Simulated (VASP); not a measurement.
# Ge3N4 (P6_3/m) in VASP: notebook

Ge3N4 is run at these levels: r2SCAN, PBE; tasks: single point.

All numbers are computed with VASP 6.6.1; they aren't measurements. Logs are shortened: lines on timing, memory, paths and dates and some standing lists are left out, and cuts for length are marked.

### 1 The cell of the first run

It takes space group P6_3/m (No. 176, hexagonal). The conventional cell has a = 8.285 Å, b = 8.285 Å, c = 3.045 Å, α = 90.00°, β = 90.00°, γ = 120.00°. Ge (site symmetry m) has 4 N at 1.85 to 1.88 Å within 2.5 Å. N (site symmetry -6) has 3 Ge at 1.87 Å within 2.5 Å. N (site symmetry m) has 3 Ge at 1.85 to 1.88 Å within 2.5 Å.

### 2 Single point, r2SCAN (epitaxial xy strain +3.0%)

POSCAR

```
Ge3N4
1.0
    8.2852452667      0.0000000000      0.0000000000
   -4.1426226333      7.1752328775      0.0000000000
    0.0000000000      0.0000000000      3.0453912630
Ge N
6 8
Direct
    0.8239965753      0.2316135010      0.7500000000
    0.5923830743      0.8239965753      0.2500000000
    0.2316135010      0.4076169257      0.2500000000
    0.7683864990      0.5923830743      0.7500000000
    0.4076169257      0.1760034247      0.7500000000
    0.1760034247      0.7683864990      0.2500000000
    0.6666666667      0.3333333333      0.7500000000
    0.3333333333      0.6666666667      0.2500000000
    0.6682605403      0.9705271805      0.7500000000
    0.6977333598      0.6682605403      0.2500000000
    0.9705271805      0.3022666402      0.2500000000
    0.0294728195      0.6977333598      0.7500000000
    0.3317394597      0.0294728195      0.2500000000
    0.3022666402      0.3317394597      0.7500000000
```

INCAR.step1

```
PREC = Accurate
ENCUT = 660
ISMEAR = 0
SIGMA = 0.01
LREAL = F
LASPH = T
NELM = 120
NBANDS = 75
GGA = PE
ALGO = Normal
EDIFF = 1E-5
LWAVE = T
LCHARG = F
GGA_COMPAT = F
KPAR = 4
```

INCAR.step2

```
PREC = Accurate
ENCUT = 660
EDIFF = 1E-6
ISMEAR = 0
SIGMA = 0.01
LREAL = F
LASPH = T
NELM = 120
ALGO = Normal
ISIF = 2
LWAVE = F
LCHARG = F
METAGGA = R2SCAN
LMIXTAU = T
NBANDS = 75
ISTART = 1
GGA_COMPAT = F
KPAR = 4
```

KPOINTS

```
regular mesh
0
Gamma
  6 6 8
```

Potentials or basis: VASP PAW PBE potentials, release 64 (Ge_d, N).

The run is started by

```console
$ cat potpaw_PBE.64/Ge_d/POTCAR potpaw_PBE.64/N/POTCAR > POTCAR
$ cp INCAR.step1 INCAR
$ mpirun -np 4 vasp_std > vasp.out
$ cp INCAR.step2 INCAR
$ mpirun -np 4 vasp_std > vasp.out
```

OUTCAR:

```text
PREC = Accurate
   ENCUT = 660
   EDIFF = 1E-6
   ISMEAR = 0
   LREAL = F
   LASPH = T
   NELM = 120
   ISIF = 2
   METAGGA = R2SCAN
   ISTART = 1

 ion  position               nearest neighbor table
   1  0.824  0.232  0.750-  11 1.85  11 1.85   7 1.87   9 1.88
   2  0.592  0.824  0.250-   9 1.85   9 1.85   8 1.87  10 1.88
   3  0.232  0.408  0.250-  14 1.85  14 1.85   8 1.87  11 1.88
   4  0.768  0.592  0.750-  10 1.85  10 1.85   7 1.87  12 1.88
   5  0.408  0.176  0.750-  13 1.85  13 1.85   7 1.87  14 1.88
   6  0.176  0.768  0.250-  12 1.85  12 1.85   8 1.87  13 1.88
   7  0.667  0.333  0.750-   1 1.87   5 1.87   4 1.87
   8  0.333  0.667  0.250-   6 1.87   2 1.87   3 1.87
   9  0.668  0.971  0.750-   2 1.85   2 1.85   1 1.88
  10  0.698  0.668  0.250-   4 1.85   4 1.85   2 1.88
  11  0.971  0.302  0.250-   1 1.85   1 1.85   3 1.88
  12  0.029  0.698  0.750-   6 1.85   6 1.85   4 1.88
  13  0.332  0.029  0.250-   5 1.85   5 1.85   6 1.88
  14  0.302  0.332  0.750-   3 1.85   3 1.85   5 1.88

  LATTYP: Found a hexagonal cell.
 ALAT       =     8.2852452667
 C/A-ratio  =     0.3675680279

  Lattice vectors:

 A1 = (   8.2852452667,   0.0000000000,   0.0000000000)
 A2 = (  -4.1426226333,   7.1752328775,   0.0000000000)
 A3 = (   0.0000000000,   0.0000000000,   3.0453912630)

Analysis of symmetry for initial positions (statically):
=====================================================================
 Subroutine PRICEL returns:
 Original cell was already a primitive cell.

 Routine SETGRP: Setting up the symmetry group for a
 hexagonal supercell.

 Subroutine GETGRP returns: Found 12 space group operations
 (whereof  6 operations were pure point group operations)
 out of a pool of 24 trial point group operations.

The static configuration has the point symmetry S_6 .
 The point group associated with its full space group is C_6h.

Analysis of symmetry for dynamics (positions and initial velocities):
=====================================================================
 Subroutine PRICEL returns:
 Original cell was already a primitive cell.

 Routine SETGRP: Setting up the symmetry group for a
 hexagonal supercell.

 Subroutine GETGRP returns: Found 12 space group operations
 (whereof  6 operations were pure point group operations)
[... 139 lines left out ...]
   NUPDOWN=      -1.0000    fix difference up-down
   EMIN   =  10.00;   EMAX   =-10.00  energy-range for DOS
   EFERMI =   0.00;   METHOD = LEGACY
   ISMEAR =     0;   SIGMA  =   0.01  broadening in eV -4-tet -1-fermi 0-gaus
   EFERMI_NEDOS =   21; number of points for ismear=-14 and -15
   IALGO  =     38    algorithm
   IMIX   =      4    mixing-type and parameters
     AMIX     =   0.40;   BMIX     =  1.00
     AMIX_MAG =   1.60;   BMIX_MAG =  1.00
  volume/ion in A,a.u.               =      12.93        87.27
  Fermi-wavevector in a.u.,A,eV,Ry     =   1.443069  2.727006 28.333445  2.082449
  Thomas-Fermi vector in A             =   2.561519
   LORBIT       =      0    0 simple, 1 ext, 2 COOP (PROOUT), +10 PAW based schemes
   METAGGA = R2SCAN    functional components
   LHFCALC =     F    Hartree Fock is set to
   AEXX    =    0.0000 exact exchange contribution
   IVDW    =     0    specifies the selected vdW correction
   LEPSILON=     F    determine dielectric tensor
   LRPA    =     F    only Hartree local field effects (RPA)
 non-spin polarized calculation
 Gauss-broadening in eV      SIGMA  =   0.01
  energy-cutoff  :      660.00
  volume of cell :      181.04
 maximum number of plane-waves:      7027
 NGX is ok and might be reduce to    70
   NGX = 35   NGY = 35   NGZ = 13

 number of electron     124.0000018 magnetization

 Free energy of the ion-electron system (eV)
  ---------------------------------------------------
  ext. energy  EPLUGINS =         0.00000000
  ---------------------------------------------------
  free energy    TOTEN  =      -158.57695140 eV

  energy without entropy =     -158.57695140  energy(sigma->0) =     -158.57695140

 E-fermi :   4.5532     XC(G=0): -11.5001

 val. band max:        4.4989811917   @ k =   0.0000   0.0000   0.0000
 cond. band min:       6.3581623672   @ k =   0.0000   0.0000   0.0000
 fundamental gap:      1.8591811755
 Fermi energy:         4.5532462513

 k-point     1 :       0.0000    0.0000    0.0000
  band No.  band energies     occupation
      1     -20.8897      2.00000
      2     -20.8622      2.00000
      3     -20.8622      2.00000
      4     -20.8504      2.00000
      5     -20.8247      2.00000
      6     -20.8247      2.00000
[... 1837 lines left out ...]
     73      12.4062      0.00000
     74      12.4062      0.00000

 [... further k-points ...]

 [bands above 74 left out]

------------------------ aborting loop because EDIFF is reached ----------------------------------------

  FORCE on cell =-STRESS in cart. coord.  units (eV):
  Direction    XX          YY          ZZ          XY          YZ          ZX
  --------------------------------------------------------------------------------------
  -------------------------------------------------------------------------------------
  Total      -13.2020912    -13.2020912      0.7303317      0.0000246      0.0000000      0.0000000
  in kB     -116.8338919   -116.8338919      6.4631804      0.0002179      0.0000000      0.0000000
  external PRESSURE =     -75.7348678 kB  Pullay stress =       0.0000000 kB

 VOLUME and BASIS-vectors are now :
 -----------------------------------------------------------------------------
  energy-cutoff  :      660.00
  volume of cell :      181.04
      direct lattice vectors                 reciprocal lattice vectors
     8.285245267  0.000000000  0.000000000     0.120696487  0.069684149  0.000000000
    -4.142622633  7.175232878  0.000000000     0.000000000  0.139368299  0.000000000
     0.000000000  0.000000000  3.045391263     0.000000000  0.000000000  0.328365032

 POSITION                                       TOTAL-FORCE (eV/Angst)
 -----------------------------------------------------------------------------------
      5.86753      1.66188      2.28404        -0.000014     -0.002624     -0.000000
      1.49453      5.91237      0.76135         0.002266     -0.001324      0.000000
      0.23037      2.92475      0.76135        -0.002280     -0.001300     -0.000000
      3.91225      4.25049      2.28404         0.002280      0.001300     -0.000000
      2.64809      1.26287      2.28404        -0.002266      0.001324     -0.000000
     -1.72490      5.51335      0.76135         0.000014      0.002624     -0.000000
      4.14262      2.39174      2.28404         0.000000     -0.000000     -0.000000
     -0.00000      4.78349      0.76135        -0.000000     -0.000000      0.000000
      1.51617      6.96376      2.28404        -0.001911      0.015113      0.000000
      3.01254      4.79492      0.76135        -0.014043      0.005902      0.000000
      6.78888      2.16883      0.76135         0.012133      0.009211      0.000000
     -2.64626      5.00640      2.28404        -0.012133     -0.009211      0.000000
      2.62645      0.21147      0.76135         0.001911     -0.015113      0.000000
      1.13008      2.38031      2.28404         0.014043     -0.005902     -0.000000
 -----------------------------------------------------------------------------------
    total drift:                                0.000000     -0.000000      0.000000

  FREE ENERGIE OF THE ION-ELECTRON SYSTEM (eV)
  ---------------------------------------------------
  free  energy   TOTEN  =      -158.5769513961 eV

  energy  without entropy=     -158.5769513961  energy(sigma->0) =     -158.57695140
```

Wall time 25 min (4 MPI ranks of Intel Xeon Platinum 8124M at 3.00GHz (Skylake/Cascade Lake), shared host); peak memory 0.76 GiB.

Results:

```
Free energy            : -158.5770 eV
Pressure               : -7.6 GPa
Largest force          : 0.015 eV/Å
Band gap on the k mesh : 1.86 eV
```

Forces on the atoms (eV/Å):
```
Ge   0.000 -0.003  0.000
Ge   0.002 -0.001  0.000
Ge  -0.002 -0.001  0.000
Ge   0.002  0.001  0.000
Ge  -0.002  0.001  0.000
Ge   0.000  0.003  0.000
N    0.000  0.000  0.000
N    0.000  0.000  0.000
N   -0.002  0.015  0.000
N   -0.014  0.006  0.000
N    0.012  0.009  0.000
N   -0.012 -0.009  0.000
N    0.002 -0.015  0.000
N    0.014 -0.006  0.000
```

Stress tensor (GPa, compression positive):
```
-11.68   0.00   0.00
  0.00 -11.68   0.00
  0.00   0.00   0.65
```

Levels at points of the mesh, in eV from the valence-band top:
```csv
k point,band 59,band 60,band 61,band 62,band 63,band 64,band 65,band 66
"(0.00, 0.00, 0.00)",-1.11,-0.70,-0.19,0.00,1.86,3.64,3.64,4.56
"(0.50, 0.00, 0.00)",-1.30,-0.76,-0.10,-0.04,3.25,3.53,4.41,4.54
"(0.00, 0.00, 0.50)",-1.35,-1.35,-1.32,-1.32,4.21,4.21,4.21,4.21
"(0.50, 0.00, 0.50)",-1.28,-1.28,-1.04,-1.04,3.62,3.62,4.86,4.86
```

Caveat: the cell differs from its parent crystal (epitaxial xy strain +3.0%); the stress differs along the axes, from -12 to 1 GPa; the PAW data sets were made with another functional, which shifts forces and pressure a little. A k mesh can miss the band edges.

### 3 Single point, PBE

This run uses another cell than the first one, of 12.33 Å³/atom.

INCAR

```
SYSTEM = Ge3N4
PREC     = Accurate       ! precision mode
ENCUT    = 600            ! plane-wave cutoff, eV
EDIFF    = 1E-6           ! SCF threshold, eV
ISMEAR   = -1             ! smearing method
SIGMA    = 0.02           ! smearing width, eV
LREAL    = .False.        ! projectors in reciprocal space
LASPH    = .True.         ! aspherical terms in the spheres
NELM     = 120            ! most SCF steps
ALGO     = Normal         ! electronic algorithm
ISIF     = 2              ! what is computed and relaxed
LWAVE    = .False.        ! write WAVECAR
LCHARG   = .True.         ! write CHGCAR
GGA      = PE             ! functional
LELF     = .True.         ! ELF
LVHAR    = .True.       
NBANDS   = 75             ! bands
GGA_COMPAT= .False.
```

KPOINTS

```
Automatic mesh
0
Gamma
  6 6 8
  0 0 0
```

POSCAR

```
Ge3N4
1.0
    8.0439274434      0.0000000000      0.0000000000
   -4.0219637217      6.9662455122      0.0000000000
    0.0000000000      0.0000000000      3.0800560706
Ge N
6 8
Direct
    0.8286382129      0.2349383835      0.7500000000
    0.5936998293      0.8286382129      0.2500000000
    0.2349383835      0.4063001707      0.2500000000
    0.7650616165      0.5936998293      0.7500000000
    0.4063001707      0.1713617871      0.7500000000
    0.1713617871      0.7650616165      0.2500000000
    0.6666666667      0.3333333333      0.7500000000
    0.3333333333      0.6666666667      0.2500000000
    0.6693909105      0.9722062412      0.7500000000
    0.6971846693      0.6693909105      0.2500000000
    0.9722062412      0.3028153307      0.2500000000
    0.0277937588      0.6971846693      0.7500000000
    0.3306090895      0.0277937588      0.2500000000
    0.3028153307      0.3306090895      0.7500000000
```

Potentials or basis: VASP PAW PBE potentials, release 64 (Ge_d, N).

The run is started by

```console
$ cat potpaw_PBE.64/Ge_d/POTCAR potpaw_PBE.64/N/POTCAR > POTCAR
$ mpirun -np 1 vasp_std > vasp.out
```

It took 8.6 min on 1 thread of Intel Xeon Platinum 8488C (Sapphire Rapids), shared host; peak memory 0.6 GiB.

It converged, with:

```
Free energy            : -94.1933 eV
Pressure               : 5.7 GPa
Largest force          : 0.059 eV/Å
Band gap on the k mesh : 2.20 eV
```

Forces on the atoms (eV/Å):
```
Ge   0.049  0.033  0.000
Ge  -0.004  0.058  0.000
Ge   0.053 -0.026  0.000
Ge  -0.053  0.026  0.000
Ge   0.004 -0.058  0.000
Ge  -0.049 -0.033  0.000
N    0.000  0.000  0.000
N    0.000  0.000  0.000
N   -0.008  0.034  0.000
N   -0.034  0.010  0.000
N    0.026  0.024  0.000
N   -0.026 -0.024  0.000
N    0.008 -0.034  0.000
N    0.034 -0.010  0.000
```

Stress tensor (GPa, compression positive):
```
5.51 0.00 0.00
0.00 5.51 0.00
0.00 0.00 6.00
```

Levels at points of the mesh, in eV from the valence-band top:
```csv
k point,band 59,band 60,band 61,band 62,band 63,band 64,band 65,band 66
"(0.00, 0.00, 0.00)",-0.87,-0.46,-0.23,0.00,2.20,3.53,3.53,3.72
"(0.50, 0.00, 0.00)",-1.09,-0.52,-0.11,-0.05,3.28,3.52,3.91,3.97
"(0.00, 0.00, 0.50)",-1.22,-1.22,-1.21,-1.21,4.38,4.38,4.38,4.38
"(0.50, 0.00, 0.50)",-1.15,-1.15,-0.89,-0.89,3.93,3.93,5.07,5.07
```

Caveat: the cell stands under pressure. A k mesh can miss the band edges.
